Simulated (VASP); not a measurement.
Input of a VASP 6.6.1 run:

File POSCAR:

```
NaH
1.0
   -0.0898886864      2.3970316378      2.2292394232
    2.3970316378     -0.0898886864      2.2292394232
    2.3071429514      2.3071429514      0.0000000000
Na H
1 1
Direct
    0.0000000000      0.0000000000      0.0000000000
    0.5000000000      0.5000000000      0.5000000000
```

The input INCAR.step1:

```
SYSTEM = NaH
ALGO = Normal
EDIFF = 1E-4
ENCUT = 520
GGA = PE
ISMEAR = -1
LASPH = .True.
LCHARG = .False.
LREAL = .False.
LWAVE = .True.
NBANDS = 11
NELM = 80
PREC = Accurate
SIGMA = 0.2
```

INCAR.step2

```
SYSTEM = NaH
ALGO = Normal
EDIFF = 1E-6
ENCUT = 520
ISIF = 2
ISMEAR = -1
ISTART = 1
LASPH = .True.
LCHARG = .True.
LELF = .True.
LMIXTAU = .True.
LREAL = .False.
LVHAR = .True.
LWAVE = .False.
METAGGA = R2SCAN
NBANDS = 11
NELM = 80
PREC = Accurate
SIGMA = 0.2
```

The input KPOINTS:

```
k-points
0
Gamma
  8 8 8
  0 0 0
```

Potentials or basis: VASP PAW PBE potentials, release 64 (Na_pv, H).

Launch:

```bash
$ cat potpaw_PBE.64/Na_pv/POTCAR potpaw_PBE.64/H/POTCAR > POTCAR
$ cp INCAR.step1 INCAR
$ mpirun -np 1 vasp_std > vasp.out
$ cp INCAR.step2 INCAR
$ mpirun -np 1 vasp_std > vasp.out
```

**Question.** What does it give for the band gap on the k mesh?

**Answer.** 4.28 eV (least direct gap 5.38 eV).

**Question.** Estimate the pressure.

**Answer.** 2.1 GPa.

Stress tensor (GPa, compression positive):
```
0.78 1.62 0.00
1.62 0.78 0.00
0.00 0.00 4.63
```

Caveat: the cell differs from its parent crystal (engineering shear strain xy -0.0750, normal strain along z -0.0700); the PAW data sets were made with another functional, which shifts forces and pressure a little. A k mesh can miss the band edges.
